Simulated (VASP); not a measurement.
Wanted: the native input for a VASP 6.6.1 run.

```yaml
Task: single point
Functional: LDA
Potentials_or_basis: VASP PAW LDA potentials, release 64 (Ba_sv, Ti_sv, O_h)
Cutoff: 910 eV
k_mesh: 6 × 6 × 6
Occupations: gaussian, width 0.05 eV
Spin: no spin polarisation
Dipole_correction: no
Second_run: hard_potentials
Further_INCAR_settings: ALGO = Normal; EDIFF = 1e-06; NBANDS = 28
```

The structure of BaTiO3 lies in POSCAR:

```
BaTiO3
1.0
    3.8813524203      0.0000000000      0.0000000000
    0.0000000000      3.8813524203      0.0000000000
    0.0000000000      0.0000000000      3.8813524203
Ba Ti O
1 1 3
Direct
    0.5000000000      0.5000000000      0.5000000000
    0.0000000000      0.0000000000      0.0000000000
    0.5000000000      0.0000000000      0.0000000000
    0.0000000000      0.5000000000      0.0000000000
    0.0000000000      0.0000000000      0.5000000000
```

This cell differs from its parent crystal: volume scaled by 0.960.

One way to write it, as run:

INCAR

```
PREC = Accurate
ENCUT = 910
EDIFF = 1E-6
ISMEAR = 0
SIGMA = 0.05
LREAL = False
LASPH = True
NELM = 120
ALGO = Normal
ISIF = 2
LWAVE = False
LCHARG = False
NBANDS = 28
GGA_COMPAT = False
```

KPOINTS

```
Automatic mesh
0
Gamma
  6 6 6
```

Potentials or basis: VASP PAW LDA potentials, release 64 (Ba_sv, Ti_sv, O_h).

Launch:

```sh
$ cat potpaw_LDA.64/Ba_sv/POTCAR potpaw_LDA.64/Ti_sv/POTCAR potpaw_LDA.64/O_h/POTCAR > POTCAR
$ mpirun -np 1 vasp_std > vasp.out
```

Results of the run:

```yaml
Pressure: 11.4 GPa
Band_gap_on_the_k_mesh: 1.83 eV, indirect (least direct gap 1.86 eV)
```

Caveat: the cutoff is under 1.25 times the usual one of these potentials, so pressure, stress and relaxed cells hold a basis-set (Pulay) error; spin-orbit coupling is left out, which moves the levels of the heavy elements.

Wall time 35 s on 1 thread of Intel(R) Xeon(R) 6975P-C (Granite Rapids), with other jobs on the host, peak memory 0.25 GiB.
